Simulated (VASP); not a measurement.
Wanted: the native input for a VASP 6.6.1 run.

```
Task                   : single point
Functional             : PBEsol
Potentials or basis    : VASP PAW PBE potentials, release 64 (Al, O)
Cutoff                 : 520 eV
k mesh                 : 6 × 6 × 6
Occupations            : gaussian, width 0.05 eV
Spin                   : no spin polarisation
Dipole correction      : no
Further INCAR settings : ALGO = Normal; EDIFF = 1e-06; NBANDS = 35
```

The structure of Al2O3 lies in POSCAR:

```
Al2O3
1.0
    2.2891336982      1.3216319569      4.7151575915
   -2.2891336982      1.3216319569      4.7151575915
    0.0000000000     -2.6432639137      4.7151575915
Al O
4 6
Direct
    0.8597195797      0.8597195797      0.8597195797
    0.6402804203      0.6402804203      0.6402804203
    0.1402804203      0.1402804203      0.1402804203
    0.3597195797      0.3597195797      0.3597195797
    0.0558571577      0.4441428423      0.7500000000
    0.7500000000      0.0558571577      0.4441428423
    0.4441428423      0.7500000000      0.0558571577
    0.9441428423      0.5558571577      0.2500000000
    0.2500000000      0.9441428423      0.5558571577
    0.5558571577      0.2500000000      0.9441428423
```

This cell differs from its parent crystal: atoms shifted along a free coordinate, c/a of the conventional cell at fixed volume 3.0897.

One way to write it, as run:

INCAR

```
SYSTEM = Al2O3
PREC = Accurate ; ENCUT = 520
EDIFF = 1E-6 ; ISMEAR = 0
SIGMA = 0.05 ; LREAL = .False.
LASPH = .True. ; NELM = 60
ALGO = Normal ; ISIF = 2
LWAVE = .False. ; LCHARG = .False.
GGA = PS ; NBANDS = 35
```

KPOINTS

```
Automatic mesh
0
Gamma
  6 6 6
  0 0 0
```

Potentials or basis: VASP PAW PBE potentials, release 64 (Al, O).

Command:

```console
$ cat potpaw_PBE.64/Al/POTCAR potpaw_PBE.64/O/POTCAR > POTCAR
$ mpirun -np 1 vasp_std > vasp.out
```

It gave:

```
Pressure               : 7.7 GPa
Largest force          : 1.843 eV/Å
Band gap on the k mesh : 5.24 eV
```

Caveat: the cell stands under pressure; the PAW data sets were made with another functional, which shifts forces and pressure a little.

Wall time 2.6 min on 1 thread of Intel Xeon 8259CL, with other jobs on the host, peak memory 0.26 GiB.
